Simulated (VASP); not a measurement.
# MnO: single point with PBE

Crystal: MnO.

```xyz
4
Lattice="3.3466 0.0000 0.0000 0.0000 3.3466 0.0000 0.0000 0.0000 4.9001" Properties=species:S:1:pos:R:3 pbc="T T T"
Mn    0.0000    0.0000    0.0000
Mn    1.6733    1.6733    0.0000
O     1.6733    0.0000    1.3083
O     0.0000    1.6733    3.5917
```

```
Program                : VASP 6.6.1
Task                   : single point
Functional             : PBE
Potentials or basis    : VASP PAW PBE potentials, release 64 (Mn_pv, O)
Cutoff                 : 520 eV
k mesh                 : 8 × 8 × 6
Occupations            : fermi-dirac, width 0.05 eV
Spin                   : collinear spin, ferromagnetic start
Starting moments       : [4.0, 4.0, 0.0, 0.0] μB
Dipole correction      : no
Further INCAR settings : ALGO = Normal; EDIFF = 1e-07; NBANDS = 31
```

- Pressure: -19.7 GPa
- Largest force: 3.301 eV/Å
- Net moment: 2.78 μB per cell
- Site moments: Mn +1.53; O -0.15 μB
- Valence electrons inside the program's atomic spheres: Mn 11.70; O 4.83

Forces on the atoms (eV/Å):
```
Mn   0.000  0.000  0.000
Mn   0.000  0.000  0.000
O    0.000  0.000 -3.301
O    0.000  0.000  3.301
```

Stress tensor (GPa, compression positive):
```
-16.97   0.00   0.00
  0.00 -16.97   0.00
  0.00   0.00 -25.23
```

Levels at points of the mesh, in eV from the Fermi level:
Spin up:
```tsv
k point	band 18	band 19	band 20	band 21	band 22	band 23
(0.00, 0.00, 0.00)	-0.68	0.01	0.01	0.05	0.38	0.56
(0.50, 0.00, 0.00)	-1.71	-1.36	-1.36	0.41	0.41	0.43
(0.50, 0.50, 0.00)	-2.08	-0.89	-0.89	-0.27	-0.27	0.85
(0.00, 0.00, 0.50)	-0.64	0.05	0.07	0.07	0.46	0.46
(0.50, 0.00, 0.50)	-1.72	-1.37	-1.37	0.48	0.48	0.56
(0.50, 0.50, 0.50)	-2.31	-1.01	-1.01	-0.27	-0.27	0.89
```
Spin down:
```
           k point  band 14  band 15  band 16  band 17  band 18  band 19  band 20  band 21  band 22  band 23
(0.00, 0.00, 0.00)    -4.03    -3.00    -0.59    -0.33     0.79     0.93     1.44     1.44     1.48     1.48
(0.50, 0.00, 0.00)    -4.36    -0.80    -0.80    -0.70    -0.70     0.27     0.27     1.45     1.45     1.77
(0.50, 0.50, 0.00)    -4.03    -1.77    -1.77    -1.19    -1.19     0.91     0.91     1.35     1.35     2.01
(0.00, 0.00, 0.50)    -3.85    -2.99    -0.39    -0.25     0.99     1.39     1.39     1.52     1.52     1.87
(0.50, 0.00, 0.50)    -4.28    -0.81    -0.81    -0.63    -0.63     0.26     0.26     1.50     1.50     1.87
(0.50, 0.50, 0.50)    -4.02    -1.65    -1.65    -1.30    -1.30     0.82     0.82     1.35     1.35     2.02
```

It took 4.7 min on 1 thread of Intel Xeon 8259CL, with other jobs on the host, peak memory 0.29 GiB.

Caveat: the cell stands under tension; semilocal functionals often make such compounds metallic where correlation or magnetic order opens a gap, which also shifts bond lengths; only a ferromagnetic start was run, and an antiferromagnetic order may lie lower in energy; forces of over 1 eV/Å act on the atoms, so gaps and moduli don't describe the material at rest. With open d or f shells a metallic result of PBE can be an artefact of self-interaction; +U or a hybrid may open a gap.
